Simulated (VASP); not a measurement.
# Ir (Fm-3m) in VASP: further runs

Ir is run at these levels: LDA; tasks: single point.

All numbers are computed with VASP 6.6.1; they aren't measurements. Logs are shortened: lines on timing, memory, paths and dates and some standing lists are left out, and cuts for length are marked.

## (1) The cell of the first run

The structure is cubic, space group Fm-3m (No. 225). Conventional cell: a = 3.811 Å, b = 3.811 Å, c = 3.811 Å, α = 90.00°, β = 90.00°, γ = 90.00°. Within 3.6 Å of Ir (site symmetry m-3m) lie 12 Ir at 2.70 Å.

## (2) Single point, LDA, non-collinear spin, zero start, spin-orbit coupling

File INCAR:

```
SYSTEM = Ir
PREC = Accurate ; ENCUT = 520
EDIFF = 1E-6 ; ISMEAR = -1
SIGMA = 0.05 ; LREAL = .False.
LASPH = .True. ; NELM = 150
ALGO = Normal ; ISIF = 2
LWAVE = .False. ; LCHARG = .False.
MAGMOM = 0 0 0 ; LORBIT = 11
LSORBIT = .True. ; GGA_COMPAT = .False.
LORBMOM = .True. ; LMAXMIX = 4
NBANDS = 20
```

File KPOINTS:

```
Automatic mesh
0
Gamma
  9 9 9
  0 0 0
```

File POSCAR:

```
Ir
1.0
    0.0000000000      1.9057139813      1.9057139813
    1.9057139813      0.0000000000      1.9057139813
    1.9057139813      1.9057139813      0.0000000000
Ir
1
Direct
    0.0000000000      0.0000000000      0.0000000000
```

Potentials or basis: VASP PAW LDA potentials, release 64 (Ir).

Run with:

```bash
cat potpaw_LDA.64/Ir/POTCAR > POTCAR
mpirun -np 1 vasp_ncl > vasp.out
```

OUTCAR:

```text
SYSTEM = Ir
   PREC = Accurate
   ENCUT = 520
   EDIFF = 1E-6
   ISMEAR = -1
   LREAL = .False.
   LASPH = .True.
   NELM = 150
   ISIF = 2
   LORBIT = 11
   LSORBIT = .True.

 ion  position               nearest neighbor table
   1  0.000  0.000  0.000-

  LATTYP: Found a face centered cubic cell.
 ALAT       =     3.8114279626

  Lattice vectors:

 A1 = (   0.0000000000,   1.9057139813,   1.9057139813)
 A2 = (   1.9057139813,   0.0000000000,   1.9057139813)
 A3 = (   1.9057139813,   1.9057139813,   0.0000000000)

Analysis of symmetry for initial positions (statically):
[... 5 lines left out ...]
 face centered cubic supercell.

 Subroutine GETGRP returns: Found 48 space group operations
 (whereof 48 operations were pure point group operations)
 out of a pool of 48 trial point group operations.

The static configuration has the point symmetry O_h .

Analysis of symmetry for dynamics (positions and initial velocities):
[... 5 lines left out ...]
 face centered cubic supercell.

 Subroutine GETGRP returns: Found 48 space group operations
 (whereof 48 operations were pure point group operations)
 out of a pool of 48 trial point group operations.

The dynamic configuration has the point symmetry O_h .

Analysis of structural, dynamic, and magnetic symmetry:
=====================================================================
 Subroutine PRICEL returns:
 Original cell was already a primitive cell.

 Routine SETGRP: Setting up the symmetry group for a
 face centered cubic supercell.

 Subroutine GETGRP returns: Found 48 space group operations
 (whereof 48 operations were pure point group operations)
 out of a pool of 48 trial point group operations.

The overall configuration has the point symmetry O_h .

 Subroutine INISYM returns: Found 48 space group operations
 (whereof 48 operations are pure point group operations),
 and found     1 'primitive' translations

----------------------------------------------------------------------------------------

                                     Primitive cell

  volume of cell :      13.8421

  direct lattice vectors                    reciprocal lattice vectors
     0.000000000  1.905713981  1.905713981    -0.262368858  0.262368858  0.262368858
     1.905713981  0.000000000  1.905713981     0.262368858 -0.262368858  0.262368858
     1.905713981  1.905713981  0.000000000     0.262368858  0.262368858 -0.262368858

  length of vectors
     2.695086558  2.695086558  2.695086558     0.454436192  0.454436192  0.454436192

  position of ions in fractional coordinates (direct lattice)
     0.000000000  0.000000000  0.000000000

  ion indices of the primitive-cell ions
   primitive index   ion index
                 1           1

----------------------------------------------------------------------------------------

 KPOINTS: Automatic mesh

Automatic generation of k-mesh.
 Grid dimensions read from file:
 generate k-points for:    9    9    9

 Generating k-lattice:

  Cartesian coordinates                     Fractional coordinates (reciprocal lattice)
    -0.029152095  0.029152095  0.029152095     0.111111111  0.000000000  0.000000000
     0.029152095 -0.029152095  0.029152095     0.000000000  0.111111111  0.000000000
     0.029152095  0.029152095 -0.029152095     0.000000000  0.000000000  0.111111111

  Length of vectors
     0.050492910  0.050492910  0.050492910

  Shift w.r.t. Gamma in fractional coordinates (k-lattice)
     0.000000000  0.000000000  0.000000000

 Subroutine IBZKPT returns following result:
 ===========================================

 Found     35 irreducible k-points:

 Following reciprocal coordinates:
            Coordinates               Weight
  0.000000  0.000000  0.000000      1.000000
  0.111111  0.000000  0.000000      8.000000
  0.222222  0.000000  0.000000      8.000000
  0.333333  0.000000  0.000000      8.000000
  0.444444  0.000000  0.000000      8.000000
  0.111111  0.111111  0.000000      6.000000
[... 16 lines left out ...]
 -0.333333  0.333333  0.000000     12.000000
  0.444444  0.444444  0.000000      6.000000
 [... further k-points ...]
   k-points           NKPTS =     35   k-points in BZ     NKDIM =     35   number of bands    NBANDS=     20
   number of dos      NEDOS =    301   number of ions     NIONS =      1
   total plane-waves  NPLWV =   8000
   dimension x,y,z NGX =    20 NGY =   20 NGZ =   20
   dimension x,y,z NGXF=    40 NGYF=   40 NGZF=   40
   ions per type =               1
   NGX,Y,Z   is equivalent  to a cutoff of  12.34, 12.34, 12.34 a.u.
   NGXF,Y,Z  is equivalent  to a cutoff of  24.67, 24.67, 24.67 a.u.
 SYSTEM =  Ir
   PREC   = accura    normal or accurate (medium, high low for compatibility)
   ISTART =      0    job   : 0-new  1-cont  2-samecut
   ICHARG =      2    charge: 1-file 2-atom 10-const
   ISPIN  =      1    spin polarized calculation?
   LNONCOLLINEAR =      T non collinear calculations
   LSORBIT =      T    spin-orbit coupling
   LASPH  =      T    aspherical Exc in radial PAW
   ENCUT  =  520.0 eV  38.22 Ry    6.18 a.u.   5.01  5.01  5.01*2*pi/ulx,y,z
   NELM   =    150;   NELMIN=  2; NELMDL= -5     # of ELM steps
   EDIFF  = 0.1E-05   stopping-criterion for ELM
   LREAL  =      F    real-space projection
   EDIFFG = 0.1E-04   stopping-criterion for IOM
   NSW    =      0    number of steps for IOM
   IBRION =     -1    ionic relax: 0-MD 1-quasi-New 2-CG
   NFREE  =      0    steps in history (QN), initial steepest desc. (CG)
   ISIF   =      2    stress and relaxation
   ISYM   =      2    0-nonsym 1-usesym 2-fastsym
   POTIM  = 0.5000    time-step for ionic-motion
   TEBEG  =    0.0;   TEEND  =   0.0 temperature during run
   PSTRESS=    0.0 pullay stress
   NELECT =       9.0000    total number of electrons
   NUPDOWN=      -1.0000    fix difference up-down
   EMIN   =  10.00;   EMAX   =-10.00  energy-range for DOS
[... 5 lines left out ...]
     AMIX     =   0.40;   BMIX     =  1.00
     AMIX_MAG =   1.60;   BMIX_MAG =  1.00
  volume/ion in A,a.u.               =      13.84        93.41
  Fermi-wavevector in a.u.,A,eV,Ry     =   1.418256  2.680115 27.367438  2.011450
  Thomas-Fermi vector in A             =   2.539401
   LORBIT       =     11    0 simple, 1 ext, 2 COOP (PROOUT), +10 PAW based schemes
   GGA     = CA    functional components
   LHFCALC =     F    Hartree Fock is set to
   AEXX    =    0.0000 exact exchange contribution
   IVDW    =     0    specifies the selected vdW correction
   LEPSILON=     F    determine dielectric tensor
   LRPA    =     F    only Hartree local field effects (RPA)
  energy-cutoff  :      520.00
  volume of cell :       13.84
 maximum number of plane-waves:       766
   NGX =  9   NGY =  9   NGZ =  9

 number of electron       9.0000000 magnetization       0.0000000      0.0000000      0.0000000

 number of electron       9.0000001 magnetization      -0.0000000      0.0000000     -0.0000000

 number of electron       9.0000001 magnetization       0.0000000     -0.0000000      0.0000000

 Free energy of the ion-electron system (eV)
  ---------------------------------------------------
  ext. energy  EPLUGINS =         0.00000000
  ---------------------------------------------------
  free energy    TOTEN  =       -10.74692890 eV

  energy without entropy =      -10.74339426  energy(sigma->0) =      -10.74516158

 E-fermi :  10.6935     XC(G=0): -14.2657

 val. band max:       10.6778236607   @ k =  -0.4444   0.4444   0.1111
 cond. band min:      10.7818178276   @ k =  -0.3333   0.3333   0.0000
 fundamental gap:      0.1039941669
 Fermi energy:        10.6934571712

 k-point     1 :       0.0000    0.0000    0.0000
  band No.  band energies     occupation
      1      -0.6386      1.00000
      2      -0.6386      1.00000
      3       6.2984      1.00000
      4       6.2984      1.00000
      5       6.2984      1.00000
      6       6.2984      1.00000
[... 12 lines left out ...]
     19      30.8275      0.00000
     20      30.8275      0.00000

 k-point     2 :       0.1111    0.0000    0.0000
  band No.  band energies     occupation
      1      -0.0920      1.00000
      2      -0.0920      1.00000
      3       6.1742      1.00000
      4       6.1742      1.00000
      5       6.4535      1.00000
      6       6.4535      1.00000
[... 12 lines left out ...]
     19      31.7329      0.00000
     20      31.7329      0.00000

 k-point     3 :       0.2222    0.0000    0.0000
  band No.  band energies     occupation
      1       1.2495      1.00000
      2       1.2495      1.00000
      3       5.9618      1.00000
      4       5.9618      1.00000
      5       6.5945      1.00000
      6       6.5945      1.00000
[... 12 lines left out ...]
     19      34.1241      0.00000
     20      34.1241      0.00000

 k-point     4 :       0.3333    0.0000    0.0000
  band No.  band energies     occupation
      1       2.2323      1.00000
      2       2.2323      1.00000
      3       6.3762      1.00000
      4       6.3762      1.00000
      5       6.9946      1.00000
      6       6.9946      1.00000
[... 12 lines left out ...]
     19      34.1507      0.00000
     20      34.1507      0.00000

 k-point     5 :       0.4444    0.0000    0.0000
  band No.  band energies     occupation
      1       2.3416      1.00000
      2       2.3416      1.00000
      3       6.1279      1.00000
      4       6.1279      1.00000
      5       7.0027      1.00000
      6       7.0027      1.00000
[... 12 lines left out ...]
     19      31.5939      0.00000
     20      31.5939      0.00000
[... 353 lines left out ...]
      6       8.4457      1.00000
[... 12 lines left out ...]
     19      32.3073      0.00000
     20      32.3073      0.00000

 k-point    22 :      -0.4444    0.3333    0.0000
  band No.  band energies     occupation
      1       3.3667      1.00000
      2       3.3667      1.00000
      3       4.2789      1.00000
      4       4.2789      1.00000
      5       7.7288      1.00000
      6       7.7288      1.00000
[... 12 lines left out ...]
     19      32.1003      0.00000
     20      32.1003      0.00000

 k-point    23 :      -0.3333    0.3333    0.0000
  band No.  band energies     occupation
      1       3.9730      1.00000
      2       3.9730      1.00000
      3       5.1611      1.00000
      4       5.1611      1.00000
      5       6.6087      1.00000
      6       6.6087      1.00000
[... 12 lines left out ...]
     19      30.5833      0.00000
     20      30.5833      0.00000

 k-point    24 :       0.4444    0.4444    0.0000
  band No.  band energies     occupation
      1       2.5809      1.00000
      2       2.5809      1.00000
      3       3.1419      1.00000
      4       3.1419      1.00000
      5      11.2090      0.00003
      6      11.2090      0.00003
[... 12 lines left out ...]
     19      32.0530      0.00000
     20      32.0530      0.00000

 [... further k-points ...]
[... 5 lines left out ...]
  --------------------------------------------------------------------------------------
  -------------------------------------------------------------------------------------
  Total        0.2592529      0.2592529      0.2592529      0.0000000      0.0000000      0.0000000
  in kB       30.0075812     30.0075812     30.0075812      0.0000000      0.0000000      0.0000000
  external PRESSURE =      30.0075812 kB  Pullay stress =       0.0000000 kB

 VOLUME and BASIS-vectors are now :
 -----------------------------------------------------------------------------
  energy-cutoff  :      520.00
  volume of cell :       13.84
      direct lattice vectors                 reciprocal lattice vectors
     0.000000000  1.905713981  1.905713981    -0.262368858  0.262368858  0.262368858
     1.905713981  0.000000000  1.905713981     0.262368858 -0.262368858  0.262368858
     1.905713981  1.905713981  0.000000000     0.262368858  0.262368858 -0.262368858

 POSITION                                       TOTAL-FORCE (eV/Angst)
 -----------------------------------------------------------------------------------
      0.00000      0.00000      0.00000         0.000000      0.000000      0.000000
 -----------------------------------------------------------------------------------
    total drift:                                0.000000      0.000000      0.000000

  FREE ENERGIE OF THE ION-ELECTRON SYSTEM (eV)
  ---------------------------------------------------
  free  energy   TOTEN  =       -10.7469289039 eV

  energy  without entropy=      -10.7433942619  energy(sigma->0) =      -10.74516158

 orbital moment (x)

 # of ion     p       d       tot
 ----------------------------------------
  1        -0.000  -0.000  -0.000
 ----------------------------------------
           -0.000  -0.000  -0.000

 orbital moment (y)

 # of ion     p       d       tot
 ----------------------------------------
  1         0.000   0.000   0.000
 ----------------------------------------
            0.000   0.000   0.000

 orbital moment (z)

 # of ion     p       d       tot
 ----------------------------------------
  1         0.000   0.000   0.000
 ----------------------------------------
            0.000   0.000   0.000

 Spin-Orbit-Coupling matrix elements

 Ion:    1  E_soc:     -0.7928333
 l=   1
     0.0000000    -0.0402458    -0.0402458
    -0.0402458     0.0000000    -0.0402458
    -0.0402458    -0.0402458     0.0000000
 l=   2
     0.0000000    -0.0147209     0.0000000    -0.0147209    -0.0771722
    -0.0147209     0.0000000    -0.0578791    -0.0147209    -0.0192930
     0.0000000    -0.0578791     0.0000000    -0.0578791     0.0000000
    -0.0147209    -0.0147209    -0.0578791     0.0000000    -0.0192930
    -0.0771722    -0.0192930     0.0000000    -0.0192930     0.0000000
 l=   3
     0.0000000     0.0000000     0.0000000     0.0000000     0.0000000     0.0000000     0.0000000
     0.0000000     0.0000000     0.0000000     0.0000000     0.0000000     0.0000000     0.0000000
     0.0000000     0.0000000     0.0000000     0.0000000     0.0000000     0.0000000     0.0000000
     0.0000000     0.0000000     0.0000000     0.0000000     0.0000000     0.0000000     0.0000000
     0.0000000     0.0000000     0.0000000     0.0000000     0.0000000     0.0000000     0.0000000
     0.0000000     0.0000000     0.0000000     0.0000000     0.0000000     0.0000000     0.0000000
     0.0000000     0.0000000     0.0000000     0.0000000     0.0000000     0.0000000     0.0000000

 total charge

# of ion       s       p       d       tot
------------------------------------------
    1        0.689   0.779   7.026   8.495

 magnetization (x)

# of ion       s       p       d       tot
------------------------------------------
    1       -0.000   0.000   0.000   0.000

 magnetization (y)

# of ion       s       p       d       tot
------------------------------------------
    1       -0.000   0.000   0.000   0.000

 magnetization (z)

# of ion       s       p       d       tot
------------------------------------------
    1       -0.000   0.000  -0.000  -0.000
```

Run time: 22 s. Hardware: 1 thread of Intel Xeon 6975P-C (Granite Rapids), shared host; peak memory 0.15 GiB.

What came out:

| Property | Result |
| --- | --- |
| Free energy | -10.7469 eV |
| Pressure | 3.0 GPa |
| Net moment | 0.00 μB per cell |
| Valence electrons inside the program's atomic spheres | Ir 8.49 |

Moments on the atoms (μB; x, y, z):
```
Ir  0.00 0.00 0.00
```

## (3) Single point, LDA, non-collinear spin, zero start, spin-orbit coupling

This run uses another cell than the first one, of 14.06 Å³/atom, 1.016 times its volume.

File INCAR:

```
  PREC = Accurate
  ENCUT = 520
  EDIFF = 1E-6
  ISMEAR = -1
  SIGMA = 0.05
  LREAL = False
  LASPH = True
  NELM = 150
  ALGO = Fast
  ISIF = 2
  LWAVE = False
  LCHARG = False
  MAGMOM = 0 0 0
  LORBIT = 11
  LSORBIT = True
  GGA_COMPAT = False
  LORBMOM = True
  LMAXMIX = 4
  GGA = CA
  NBANDS = 20
```

File KPOINTS:

```
regular mesh
0
Gamma
  9 9 9
```

File POSCAR:

```
Ir
1.0
    0.0000000000      1.9156000000      1.9156000000
    1.9156000000      0.0000000000      1.9156000000
    1.9156000000      1.9156000000      0.0000000000
Ir
1
Direct
    0.0000000000      0.0000000000      0.0000000000
```

Potentials or basis: VASP PAW LDA potentials, release 64 (Ir).

Run with:

```bash
cat potpaw_LDA.64/Ir/POTCAR > POTCAR
mpirun -np 1 vasp_ncl > vasp.out
```

It took 22 s on 1 thread of Intel Xeon 6975P-C (Granite Rapids), shared host; peak memory 0.15 GiB.

It converged, with:

```yaml
Free_energy: -10.7469 eV
Pressure: -3.2 GPa
Net_moment: 0.00 μB per cell
Valence_electrons_inside_the_program's_atomic_spheres: Ir 8.44
```

Moments on the atoms (μB; x, y, z):
```
Ir  0.00 0.00 0.00
```
